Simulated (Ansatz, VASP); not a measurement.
## Two plane-wave programs on ZrSi4Pd

File INCAR:

```
SYSTEM = ZrSi4Pd
  PREC = Accurate
  ENCUT = 520
  EDIFF = 1E-7
  ISMEAR = 0
  SIGMA = 0.1
  LREAL = .False.
  LASPH = .True.
  NELM = 100
  ALGO = Normal
  ISIF = 2
  LWAVE = .False.
  LCHARG = .False.
  GGA = PE
  NBANDS = 28
```

KPOINTS

```
Automatic mesh
0
Gamma
  4 4 4
  0 0 0
```

The input POSCAR:

```
ZrSi4Pd
1.0
    0.0000000000      3.5585925300      3.5585925300
    3.5585925300      0.0000000000      3.5585925300
    3.5585925300      3.5585925300      0.0000000000
Zr Si Pd
1 4 1
Direct
    0.7500000000      0.7500000000      0.7500000000
    0.3767358400      0.3767358400      0.3767358400
    0.3767358400      0.3767358400      0.8697924800
    0.3767358400      0.8697924800      0.3767358400
    0.8697924800      0.3767358400      0.3767358400
    0.0000000000      0.0000000000      0.0000000000
```

Input for Ansatz:

```yaml
crystal:
  lattice:
    - [0.0, 3.55859253, 3.55859253]
    - [3.55859253, 0.0, 3.55859253]
    - [3.55859253, 3.55859253, 0.0]
  atoms:
    - { symbol: Zr, position: [0.75, 0.75, 0.75] }
    - { symbol: Si, position: [0.37673584, 0.37673584, 0.37673584] }
    - { symbol: Si, position: [0.37673584, 0.37673584, 0.86979248] }
    - { symbol: Si, position: [0.37673584, 0.86979248, 0.37673584] }
    - { symbol: Si, position: [0.86979248, 0.37673584, 0.37673584] }
    - { symbol: Pd, position: [0.0, 0.0, 0.0] }
basis:
  ecutwfc: 420
kpoints:
  mp_grid: { grid: [4, 4, 4] }
hamiltonian:
  xc: pbe
scf:
  occupations: { method: gaussian, width: 0.1 }
  lower_state_search: "off"
output:
  forces: true
  stress: true
  eigenvalues: true
```

Alike in both runs: task single point; functional PBE; k mesh 4 × 4 × 4; occupations gaussian, width 0.1 eV; no spin polarisation.

|  | VASP | Ansatz |
| --- | --- | --- |
| version | VASP 6.6.1 | Ansatz 0.2.0 |
| potentials or method | VASP PAW PBE potentials, release 64 (Zr_sv, Si, Pd), cutoff 520 eV | scalar-relativistic, plane waves, PAW |
| valence electrons in the cell | 38 | 46 |

Ansatz gave:

* gap on the k mesh at the Fermi level (eV): none
* pressure (GPa): 0.0
* rms of the force components (eV/Å): 0.440

Q: What did VASP give for the same quantities?

A: gap on the k mesh at the Fermi level (eV): none; pressure (GPa): -0.1; rms of the force components (eV/Å): 0.437.

Atom by atom the forces differ by 0.003 eV/Å (rms over components). A gap of «none» marks a metal or a gap that the smearing closes. With one functional, cell and mesh, what is left measures potentials, basis and numerics. VASP's potentials hold 38 valence electrons a cell and Ansatz's 46, so a difference there can come from the potentials and not from the codes.

The k mesh is coarse, so the values compare programs but aren't converged.
